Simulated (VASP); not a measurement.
Wanted: the native input for a VASP 6.6.1 run.

| Item | Value |
| --- | --- |
| Task | relaxation of cell and atoms |
| Functional | PBE |
| Potentials or basis | VASP PAW PBE potentials, release 64 (Ga_d, N) |
| Cutoff | 600 eV |
| k mesh | 7 × 7 × 7 |
| Occupations | gaussian, width 0.01 eV |
| Spin | no spin polarisation |
| Dipole correction | no |
| Further INCAR settings | ALGO = Normal; EDIFF = 1e-07; IBRION = 2; EDIFFG = -0.05; NSW = 80; ISIF = 3 |

The structure of GaN lies in POSCAR:

```
GaN
1.0
    0.0000000000      2.2535010000      2.2535010000
    2.2535010000      0.0000000000      2.2535010000
    2.2535010000      2.2535010000      0.0000000000
Ga N
1 1
Direct
    0.0000000000      0.0000000000      0.0000000000
    0.7500000000      0.7500000000      0.7500000000
```

The input as run:

INCAR

```
SYSTEM = GaN
ALGO = Normal ; EDIFF = 1E-7
EDIFFG = -0.05 ; ENCUT = 600
GGA = PE ; IBRION = 2
ISIF = 3 ; ISMEAR = 0
LASPH = .True. ; LCHARG = .False.
LREAL = .False. ; LWAVE = .False.
NELM = 100 ; NSW = 80
PREC = Accurate ; SIGMA = 0.01
```

KPOINTS

```
k-points
0
Gamma
  7 7 7
  0 0 0
```

Potentials or basis: VASP PAW PBE potentials, release 64 (Ga_d, N).

The run is started by

```sh
$ cat potpaw_PBE.64/Ga_d/POTCAR potpaw_PBE.64/N/POTCAR > POTCAR
$ mpirun -np 1 vasp_std > vasp.out
```

It gave:

| Item | Value |
| --- | --- |
| Relaxed volume | 11.76 Å³/atom |
| Relaxed cell | a = 3.216 Å, b = 3.216 Å, c = 3.216 Å, α = 60.00°, β = 60.00°, γ = 60.00° |
| Space group after relaxing (to 0.05 Å) | F-43m (No. 216) |
| Energy gained by relaxing | 4.7 meV/atom |
| Ionic steps | 3 |
| Pressure after relaxing | 0.0 GPa |
| Band gap on the k mesh | 1.55 eV, direct |

Wall time 67 s on 1 thread of AMD EPYC 7R13 (shared host), peak memory 0.14 GiB.
